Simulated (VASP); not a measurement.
Runs of VASP 6.6.1 on Si5N. The structure is that of space group F-43m (No. 216), or close to it. The cells are those of the table. 

```csv
task,spin,cell,k mesh,cutoff (eV),gap on the mesh (eV),pressure (GPa),moment (μB),relaxed volume (Å³/atom),largest force (eV/Å)
relaxation of cell and atoms,"collinear, ferromagnetic start","relaxed from a = 5.216 Å, angles 60.0°, 6 atoms",4 × 4 × 4,600,none,-0.2,0.01,(a),0.01
relaxation of cell and atoms,off,"relaxed from a = 4.941 Å, angles 60.0°, 6 atoms",10 × 10 × 10,600,none,0.0,-,(b),-
single point,"collinear, ferromagnetic start","a = 4.941 Å, angles 60.0°, 6 atoms",4 × 4 × 4,520,none,-0.2,0.12,-,0.02
single point,off,"a = 4.946 Å, angles 60.0°, 6 atoms",10 × 10 × 10,520,none,0.0,-,-,-
```

Alike in all rows: level PBE; potentials or basis VASP PAW PBE potentials, release 64 (Si, N); smearing gaussian 0.1 eV.

Question: Fill in the values left out.

Answer: (a) 14.22; (b) 14.26.

Caveats: some runs use coarse meshes.

A gap of «none» marks levels without a gap at the run's occupations.
